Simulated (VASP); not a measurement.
# Pb (C2/m) in VASP: settings compared

The runs below take Pb through single point, with PBEsol, PBEsol+D3(BJ).

Everything below comes from runs of VASP 6.6.1. Logs are shortened: lines on timing, memory, paths and dates and some standing lists are left out, and cuts for length are marked.

## Step 1: The cell of the first run

It takes space group C2/m (No. 12, monoclinic). The conventional cell has a = 5.956 Å, b = 3.431 Å, c = 6.438 Å, α = 90.00°, β = 108.78°, γ = 90.00°. Within 4.4 Å of Pb (site symmetry m) lie 10 Pb at 3.34 to 3.44 Å.

## Step 2: Single point, PBEsol

Contents of INCAR:

```
SYSTEM = Pb
PREC     = Accurate       ! precision mode
ENCUT    = 520            ! plane-wave cutoff, eV
EDIFF    = 1E-6           ! SCF threshold, eV
ISMEAR   = -1             ! smearing method
SIGMA    = 0.05           ! smearing width, eV
LREAL    = .FALSE.        ! projectors in reciprocal space
LASPH    = .TRUE.         ! aspherical terms in the spheres
NELM     = 80             ! most SCF steps
ALGO     = Fast           ! electronic algorithm
ISIF     = 2              ! what is computed and relaxed
LWAVE    = .FALSE.        ! write WAVECAR
LCHARG   = .FALSE.        ! write CHGCAR
GGA      = PS             ! functional
NBANDS   = 21             ! bands
```

Contents of KPOINTS:

```
regular mesh
0
G
  9 9 5
  0 0 0
```

Contents of POSCAR:

```
Pb
1.0
    2.9778346772     -1.7153135608      0.0000000000
    2.9778346772      1.7153135608      0.0000000000
   -2.0731533848      0.0000000000      6.0952248674
Pb
2
Direct
    0.9085084100      0.9085084100      0.7262922000
    0.0914915900      0.0914915900      0.2737078000
```

Potentials or basis: VASP PAW PBE potentials, release 64 (Pb_d).

The run is started by

```sh
cat potpaw_PBE.64/Pb_d/POTCAR > POTCAR
mpirun -np 1 vasp_std > vasp.out
```

OUTCAR:

```text
SYSTEM = Pb
   PREC = Accurate
   ENCUT = 520
   EDIFF = 1E-6
   ISMEAR = -1
   LREAL = .FALSE.
   LASPH = .TRUE.
   NELM = 80
   ISIF = 2
   GGA = PS

 ion  position               nearest neighbor table
   1  0.909  0.909  0.726-   2 3.34   2 3.38   2 3.38   2 3.42
   2  0.091  0.091  0.274-   1 3.34   1 3.38   1 3.38   1 3.42

  LATTYP: Found a base centered monoclinic cell.
 ALAT       =     5.9556693544
 B/A-ratio  =     0.5760271294
 C/A-ratio  =     1.0810114158
 COS(beta)  =    -0.3220109025

  Lattice vectors:

 A1 = (   2.9778346772,  -1.7153135608,   0.0000000000)
 A2 = (   2.9778346772,   1.7153135608,   0.0000000000)
 A3 = (  -2.0731533848,   0.0000000000,   6.0952248674)

Analysis of symmetry for initial positions (statically):
=====================================================================
 Subroutine PRICEL returns:
 Original cell was already a primitive cell.

 Routine SETGRP: Setting up the symmetry group for a
 base centered monoclinic supercell.

 Subroutine GETGRP returns: Found  4 space group operations
 (whereof  4 operations were pure point group operations)
 out of a pool of  4 trial point group operations.

The static configuration has the point symmetry C_2h.

Analysis of symmetry for dynamics (positions and initial velocities):
=====================================================================
 Subroutine PRICEL returns:
 Original cell was already a primitive cell.

 Routine SETGRP: Setting up the symmetry group for a
 base centered monoclinic supercell.

 Subroutine GETGRP returns: Found  4 space group operations
 (whereof  4 operations were pure point group operations)
 out of a pool of  4 trial point group operations.

The dynamic configuration has the point symmetry C_2h.

 Subroutine INISYM returns: Found  4 space group operations
 (whereof  4 operations are pure point group operations),
 and found     1 'primitive' translations

----------------------------------------------------------------------------------------

                                     Primitive cell

  volume of cell :      62.2678

  direct lattice vectors                    reciprocal lattice vectors
     2.977834677 -1.715313561  0.000000000     0.167907239 -0.291491895  0.057109864
     2.977834677  1.715313561  0.000000000     0.167907239  0.291491895  0.057109864
    -2.073153385  0.000000000  6.095224867     0.000000000  0.000000000  0.164062856

  length of vectors
     3.436538953  3.436538953  6.438146561     0.341206539  0.341206539  0.164062856

  position of ions in fractional coordinates (direct lattice)
     0.908508410  0.908508410  0.726292200
     0.091491590  0.091491590  0.273707800

  ion indices of the primitive-cell ions
   primitive index   ion index
                 1           1
                 2           2

----------------------------------------------------------------------------------------

 KPOINTS: regular mesh

Automatic generation of k-mesh.
 Grid dimensions read from file:
 generate k-points for:    9    9    5

 Generating k-lattice:

  Cartesian coordinates                     Fractional coordinates (reciprocal lattice)
     0.018656360 -0.032387988  0.006345540     0.111111111  0.000000000 -0.000000000
     0.018656360  0.032387988  0.006345540     0.000000000  0.111111111 -0.000000000
     0.000000000  0.000000000  0.032812571     0.000000000  0.000000000  0.200000000

  Length of vectors
     0.037911838  0.037911838  0.032812571

  Shift w.r.t. Gamma in fractional coordinates (k-lattice)
     0.000000000  0.000000000  0.000000000

 Subroutine IBZKPT returns following result:
 ===========================================

 Found    115 irreducible k-points:

 Following reciprocal coordinates:
            Coordinates               Weight
  0.000000  0.000000  0.000000      1.000000
  0.111111 -0.000000  0.000000      4.000000
  0.222222  0.000000  0.000000      4.000000
  0.333333  0.000000  0.000000      4.000000
  0.444444  0.000000  0.000000      4.000000
  0.111111  0.111111  0.000000      2.000000
[... 16 lines left out ...]
 -0.333333  0.333333  0.000000      2.000000
  0.444444  0.444444  0.000000      2.000000
 [... further k-points ...]
   k-points           NKPTS =    115   k-points in BZ     NKDIM =    115   number of bands    NBANDS=     21
   number of dos      NEDOS =    301   number of ions     NIONS =      2
   total plane-waves  NPLWV =  37632
   dimension x,y,z NGX =    28 NGY =   28 NGZ =   48
   dimension x,y,z NGXF=    56 NGYF=   56 NGZF=   96
   ions per type =               2
   NGX,Y,Z   is equivalent  to a cutoff of  13.55, 13.55, 12.39 a.u.
   NGXF,Y,Z  is equivalent  to a cutoff of  27.09, 27.09, 24.79 a.u.
 SYSTEM =  Pb
   PREC   = accura    normal or accurate (medium, high low for compatibility)
   ISTART =      0    job   : 0-new  1-cont  2-samecut
   ICHARG =      2    charge: 1-file 2-atom 10-const
   ISPIN  =      1    spin polarized calculation?
   LNONCOLLINEAR =      F non collinear calculations
   LSORBIT =      F    spin-orbit coupling
   LASPH  =      T    aspherical Exc in radial PAW
   ENCUT  =  520.0 eV  38.22 Ry    6.18 a.u.   6.39  6.39 11.97*2*pi/ulx,y,z
   NELM   =     80;   NELMIN=  2; NELMDL= -5     # of ELM steps
   EDIFF  = 0.1E-05   stopping-criterion for ELM
   LREAL  =      F    real-space projection
   EDIFFG = 0.1E-04   stopping-criterion for IOM
   NSW    =      0    number of steps for IOM
   IBRION =     -1    ionic relax: 0-MD 1-quasi-New 2-CG
   NFREE  =      0    steps in history (QN), initial steepest desc. (CG)
   ISIF   =      2    stress and relaxation
   ISYM   =      2    0-nonsym 1-usesym 2-fastsym
   POTIM  = 0.5000    time-step for ionic-motion
   TEBEG  =    0.0;   TEEND  =   0.0 temperature during run
   PSTRESS=    0.0 pullay stress
   NELECT =      28.0000    total number of electrons
   NUPDOWN=      -1.0000    fix difference up-down
   EMIN   =  10.00;   EMAX   =-10.00  energy-range for DOS
   EFERMI =   0.00;   METHOD = LEGACY
   ISMEAR =    -1;   SIGMA  =   0.05  broadening in eV -4-tet -1-fermi 0-gaus
   EFERMI_NEDOS =   21; number of points for ismear=-14 and -15
   IALGO  =     68    algorithm
   IMIX   =      4    mixing-type and parameters
     AMIX     =   0.40;   BMIX     =  1.00
     AMIX_MAG =   1.60;   BMIX_MAG =  1.00
  volume/ion in A,a.u.               =      31.13       210.10
  Fermi-wavevector in a.u.,A,eV,Ry     =   1.254218  2.370128 21.402806  1.573062
  Thomas-Fermi vector in A             =   2.388033
   LORBIT       =      0    0 simple, 1 ext, 2 COOP (PROOUT), +10 PAW based schemes
   GGA     = PS    functional components
   LHFCALC =     F    Hartree Fock is set to
   AEXX    =    0.0000 exact exchange contribution
   IVDW    =     0    specifies the selected vdW correction
   LEPSILON=     F    determine dielectric tensor
   LRPA    =     F    only Hartree local field effects (RPA)
 non-spin polarized calculation
 RMM-DIIS sequential band-by-band and
  energy-cutoff  :      520.00
  volume of cell :       62.27
 maximum number of plane-waves:      1701
 NGX is ok and might be reduce to    28
   NGX = 13   NGY = 13   NGZ = 23

 number of electron      28.0000002 magnetization

 Free energy of the ion-electron system (eV)
  ---------------------------------------------------
  ext. energy  EPLUGINS =         0.00000000
  ---------------------------------------------------
  free energy    TOTEN  =        -7.87227021 eV

  energy without entropy =       -7.86458272  energy(sigma->0) =       -7.86842646

 E-fermi :   6.7217     XC(G=0): -10.1697

 val. band max:        6.7125335582   @ k =  -0.3333  -0.3333   0.2000
 cond. band min:       6.7534480221   @ k =  -0.1111  -0.3333   0.2000
 fundamental gap:      0.0409144639
 Fermi energy:         6.7216530447

 k-point     1 :       0.0000    0.0000    0.0000
  band No.  band energies     occupation
      1     -10.3243      2.00000
      2     -10.1969      2.00000
      3     -10.1914      2.00000
      4     -10.1885      2.00000
      5     -10.1877      2.00000
      6     -10.1876      2.00000
[... 13 lines left out ...]
     20      16.2897      0.00000
     21      16.8671      0.00000

 k-point     2 :       0.1111   -0.0000    0.0000
  band No.  band energies     occupation
      1     -10.3104      2.00000
      2     -10.2130      2.00000
      3     -10.1973      2.00000
      4     -10.1614      2.00000
      5     -10.1593      2.00000
      6     -10.1485      2.00000
[... 13 lines left out ...]
     20      16.3066      0.00000
     21      16.8738      0.00000

 k-point     3 :       0.2222    0.0000    0.0000
  band No.  band energies     occupation
      1     -10.2899      2.00000
      2     -10.2443      2.00000
      3     -10.2161      2.00000
      4     -10.1463      2.00000
      5     -10.1030      2.00000
      6     -10.0795      2.00000
[... 13 lines left out ...]
     20      15.2727      0.00000
     21      16.3079      0.00000

 k-point     4 :       0.3333    0.0000    0.0000
  band No.  band energies     occupation
      1     -10.3126      2.00000
      2     -10.2684      2.00000
      3     -10.2298      2.00000
      4     -10.2049      2.00000
      5     -10.1002      2.00000
      6     -10.0152      2.00000
[... 13 lines left out ...]
     20      14.5840      0.00000
     21      15.1073      0.00000

 k-point     5 :       0.4444    0.0000    0.0000
  band No.  band energies     occupation
      1     -10.3391      2.00000
      2     -10.2873      2.00000
      3     -10.2711      2.00000
      4     -10.2089      2.00000
      5     -10.1093      2.00000
      6     -10.0096      2.00000
[... 13 lines left out ...]
     20      14.3806      0.00000
     21      14.9759      0.00000
[... 382 lines left out ...]
     20      15.0559      0.00000
     21      15.2469      0.00000

 k-point    22 :      -0.4444    0.3333   -0.0000
  band No.  band energies     occupation
      1     -10.2847      2.00000
      2     -10.2339      2.00000
      3     -10.1843      2.00000
      4     -10.1605      2.00000
      5     -10.1253      2.00000
      6     -10.0343      2.00000
[... 13 lines left out ...]
     20      14.4676      0.00000
     21      16.2571      0.00000

 k-point    23 :      -0.3333    0.3333    0.0000
  band No.  band energies     occupation
      1     -10.2694      2.00000
      2     -10.2220      2.00000
      3     -10.1856      2.00000
      4     -10.0810      2.00000
      5     -10.0732      2.00000
      6     -10.0627      2.00000
[... 13 lines left out ...]
     20      15.0198      0.00000
     21      16.6898      0.00000

 k-point    24 :       0.4444    0.4444    0.0000
  band No.  band energies     occupation
      1     -10.3884      2.00000
      2     -10.2532      2.00000
      3     -10.2220      2.00000
      4     -10.1893      2.00000
      5     -10.1716      2.00000
      6     -10.0073      2.00000
[... 13 lines left out ...]
     20      13.8554      0.00000
     21      15.6897      0.00000

 [... further k-points ...]

------------------------ aborting loop because EDIFF is reached ----------------------------------------

  FORCE on cell =-STRESS in cart. coord.  units (eV):
  Direction    XX          YY          ZZ          XY          YZ          ZX
  --------------------------------------------------------------------------------------
  -------------------------------------------------------------------------------------
  Total        0.1272534      0.0944656     -0.4238271      0.0000000      0.0000000     -0.0320021
  in kB        3.2742834      2.4306387    -10.9052457      0.0000000      0.0000000     -0.8234270
  external PRESSURE =      -1.7334412 kB  Pullay stress =       0.0000000 kB

 VOLUME and BASIS-vectors are now :
 -----------------------------------------------------------------------------
  energy-cutoff  :      520.00
  volume of cell :       62.27
      direct lattice vectors                 reciprocal lattice vectors
     2.977834677 -1.715313561  0.000000000     0.167907239 -0.291491895  0.057109864
     2.977834677  1.715313561  0.000000000     0.167907239  0.291491895  0.057109864
    -2.073153385  0.000000000  6.095224867     0.000000000  0.000000000  0.164062856

 POSITION                                       TOTAL-FORCE (eV/Angst)
 -----------------------------------------------------------------------------------
      3.90506      0.00000      4.42691         0.025789      0.000000     -0.033367
     -0.02254      0.00000      1.66831        -0.025789      0.000000      0.033367
 -----------------------------------------------------------------------------------
    total drift:                                0.000000      0.000000     -0.000000

  FREE ENERGIE OF THE ION-ELECTRON SYSTEM (eV)
  ---------------------------------------------------
  free  energy   TOTEN  =        -7.8722702076 eV

  energy  without entropy=       -7.8645827212  energy(sigma->0) =       -7.86842646
```

It took 2.4 min on 1 thread of Intel Xeon 6975P-C (Granite Rapids), shared host; peak memory 0.26 GiB.

Results:

| Item | Value |
| --- | --- |
| Free energy | -7.8723 eV |
| Pressure | -0.2 GPa |
| Largest force | 0.042 eV/Å |
| Band gap on the k mesh | zero (band 14 reaches 12.84 eV, above the bottom of band 15 at 5.29 eV) |

Forces in eV/Å, atoms in the order of the input:
```
Pb   0.026  0.000 -0.033
Pb  -0.026  0.000  0.033
```

Levels at points of the mesh, in eV from the Fermi level:
```csv
k point,band 10,band 11,band 12,band 13,band 14,band 15,band 16,band 17,band 18,band 19
"(0.00, 0.00, 0.00)",-16.70,-11.71,-8.59,-4.18,6.12,6.94,6.99,7.05,7.17,9.53
```

Caveat: the PAW data sets were made with another functional, which shifts forces and pressure a little; spin-orbit coupling is left out, which moves the levels of the heavy elements.

## Step 3: Single point, PBEsol+D3(BJ)

This run uses another cell than the first one, of 32.42 Å³/atom, 1.041 times its volume.

Contents of INCAR:

```
PREC = Accurate ; ENCUT = 520
EDIFF = 1E-6 ; ISMEAR = -1
SIGMA = 0.05 ; LREAL = False
LASPH = True ; NELM = 100
ALGO = Fast ; ISIF = 2
LWAVE = False ; LCHARG = False
GGA = PS ; IVDW = 12
NBANDS = 21
```

Contents of KPOINTS:

```
regular mesh
0
Gamma
  9 9 5
```

Contents of POSCAR:

```
Pb
1.0
    3.0386068135     -1.7503199600      0.0000000000
    3.0386068135      1.7503199600      0.0000000000
   -2.1154626375      0.0000000000      6.0952248674
Pb
2
Direct
    0.9085084100      0.9085084100      0.7262922000
    0.0914915900      0.0914915900      0.2737078000
```

Potentials or basis: VASP PAW PBE potentials, release 64 (Pb_d).

The run is started by

```sh
cat potpaw_PBE.64/Pb_d/POTCAR > POTCAR
mpirun -np 1 vasp_std > vasp.out
```

It took 1.7 min on 1 thread of Intel Xeon Platinum 8488C (Sapphire Rapids), shared host; peak memory 0.27 GiB.

Results (log left out):

- Free energy: -8.6823 eV
- Pressure: -3.9 GPa
- Largest force: 0.136 eV/Å
- Band gap on the k mesh: zero (band 14 reaches 12.54 eV, above the bottom of band 15 at 4.93 eV)
- Dispersion energy per atom: -0.411 eV

Forces on the atoms (eV/Å):
```
Pb   0.027  0.000 -0.133
Pb  -0.027  0.000  0.133
```

Stress tensor (GPa, compression positive):
```
-3.89  0.00  0.00
 0.00 -3.89  0.00
 0.00  0.00 -3.98
```

Levels at points of the mesh, in eV from the Fermi level:
```tsv
k point	band 11	band 12	band 13	band 14	band 15	band 16	band 17	band 18
(0.00, 0.00, 0.00)	-11.45	-8.37	-3.97	6.24	6.45	6.50	6.55	6.67
```

Caveat: three body term missing; the PAW data sets were made with another functional, which shifts forces and pressure a little; spin-orbit coupling is left out, which moves the levels of the heavy elements; pairwise dispersion overbinds metals, which lowers pressure and volume.
